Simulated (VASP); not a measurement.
Input of a VASP 6.6.1 run:

INCAR

```
ALGO = Normal ; EDIFF = 1E-6
ENCUT = 520 ; GGA = PE
ISIF = 2 ; ISMEAR = -1
LASPH = T ; LCHARG = T
LELF = T ; LREAL = Auto
LVHAR = T ; LWAVE = F
NBANDS = 46 ; NELM = 80
PREC = Accurate ; SIGMA = 0.146
```

The input KPOINTS:

```
k-points
0
Gamma
  2 2 2
```

File POSCAR:

```
Si
1.0
    0.0000000000      5.4442377923      5.4442377923
    5.4442377923      0.0000000000      5.4442377923
    5.4442377923      5.4442377923      0.0000000000
Si
16
Direct
    0.0218448394     -0.0120772645     -0.0359863965
    0.1184443121      0.1257353235      0.1287509890
    0.0069798568      0.0324050871      0.4686226240
    0.1298792461      0.1455425957      0.6033758306
   -0.0035333688      0.5182239659     -0.0168445067
    0.1360879205      0.6199949614      0.1176285872
   -0.0230707226      0.5151026842      0.4966284727
    0.1307370338      0.6392453145      0.6116888400
    0.4921995699     -0.0047092910      0.0174043647
    0.6502111287      0.1017799040      0.1063719151
    0.5158588965      0.0058628042      0.4749484866
    0.6358706456      0.0993797517      0.6372866382
    0.5250341019      0.4752102312      0.0000129495
    0.6371383162      0.6148767978      0.1508660223
    0.4610131107      0.4765251076      0.5241405884
    0.6149187687      0.6204998990      0.6348240345
```

Potentials or basis: VASP PAW PBE potentials, release 64 (Si).

The run is started by

```sh
$ cat potpaw_PBE.64/Si/POTCAR > POTCAR
$ mpirun -np 1 vasp_std > vasp.out
```

Task: Estimate the largest force.

Result: 4.545 eV/Å.

Task: What does it give for the pressure?

Result: 2.3 GPa.

Forces in eV/Å, atoms in the order of the input:
```
Si   1.258  1.035  0.057
Si  -1.868 -2.553  1.599
Si   1.104  1.961 -2.171
Si  -0.732  0.094  0.718
Si  -0.448  1.288 -0.167
Si  -0.539  0.475 -0.021
Si  -0.217  0.570  1.180
Si   1.935 -2.958 -1.698
Si  -1.213 -0.440 -0.736
Si   0.824  0.368  0.881
Si   0.309  0.563 -0.996
Si   0.344 -0.661 -0.028
Si   1.324  0.088  0.129
Si  -0.120 -1.429 -1.148
Si  -1.870  2.988  2.870
Si  -0.092 -1.387 -0.469
```

Caveat: the k points lie up to 0.50 Å⁻¹ apart; the atoms stand as in a frame of molecular dynamics; forces of over 1 eV/Å act on the atoms, so gaps and moduli don't describe the material at rest.
